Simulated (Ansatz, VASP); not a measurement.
One calculation of CuO, two programs

```xyz
4
Lattice="2.3447 -1.7134 0.0000 2.3447 1.7134 0.0000 -0.8606 0.0000 5.0594" Properties=species:S:1:pos:R:3 pbc="T T T"
Cu    1.1723    0.8457    0.0000
Cu    0.7421   -0.8457    2.5297
O     2.0724   -0.2841    1.2836
O     1.6421    0.2841    3.8133
```

Alike in both runs: task single point; functional PBE; k mesh 16 × 16 × 8; occupations gaussian, width 0.05 eV; no spin polarisation; Hubbard terms Cu d U = 4.0 eV.

|  | VASP | Ansatz |
| --- | --- | --- |
| version | VASP 6.6.1 | Ansatz 0.2.0 |
| potentials or method | VASP PAW PBE potentials, release 64 (Cu, O), cutoff 520 eV | scalar-relativistic, plane waves, PAW |
| valence electrons in the cell | 34 | 50 |

```csv
,VASP,Ansatz,Ansatz less VASP
gap on the k mesh at the Fermi level (eV),none,none,-
pressure (GPa),3.4,7.5,+4.19
"traceless stress, the component that is largest in VASP (GPa)",-1.23,-2.05,-0.820
rms of the force components (eV/Å),0.408,0.455,+0.0471
```

The programs project onto different local orbitals, so the same U acts differently, and such runs can settle in different states. Atom by atom the forces differ by 0.051 eV/Å (rms over components). A gap of «none» marks a metal or a gap that the smearing closes. VASP's potentials hold 34 valence electrons a cell and Ansatz's 50, so a difference there can come from the potentials and not from the codes. Ansatz's warnings: filled band counts differ across k points.
